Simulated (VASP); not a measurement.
Runs of VASP 6.6.1 on Nd2GeB. The structure is that of space group P6/mmm (No. 191), or close to it. The cells are those of the table. The cell was generated, and may not be a known phase.

```tsv
task	cell	k mesh	gap on the mesh (eV)	pressure (GPa)	relaxed volume (Å³/atom)
single point	a = 5.178, b = 5.178, c = 3.772 Å, angles 90.0, 90.0, 120.0°, 4 atoms	6 × 6 × 4	none	(b)	-
single point	a = 5.324, b = 5.324, c = 3.957 Å, angles 90.0, 90.0, 120.0°, 4 atoms	6 × 6 × 4	none	(a)	-
single point	a = 5.343, b = 5.343, c = 3.922 Å, angles 90.0, 90.0, 120.0°, 4 atoms	12 × 12 × 12	none	0.1	-
relaxation of cell and atoms	relaxed from a = 5.324, b = 5.324, c = 3.957 Å, angles 90.0, 90.0, 120.0°, 4 atoms	12 × 12 × 12	none	0.0	24.27
relaxation of cell and atoms	relaxed from a = 5.178, b = 5.178, c = 3.772 Å, angles 90.0, 90.0, 120.0°, 4 atoms	6 × 6 × 4	none	0.0	24.44
```

Alike in all rows: level PBE; potentials or basis VASP PAW PBE potentials, release 64 (Nd_3, Ge_d, B), 4f in core; no spin polarisation; cutoff (eV) 500; smearing gaussian 0.1 eV.

Task: Estimate the missing entries.

Result: (a) 0.3; (b) 7.4.

Caveats: some runs use coarse meshes; spin-orbit coupling is left out, which moves the levels of the heavy elements; the 4f electrons are frozen in the core, so they carry no moment and show no levels; an odd number of electrons without spin polarisation forces a metal; a magnetic or distorted state may lie lower.

A k mesh can miss the band edges, and the runs leave out spin-orbit coupling on Ge, Nd.

A gap of «none» marks levels without a gap at the run's occupations.
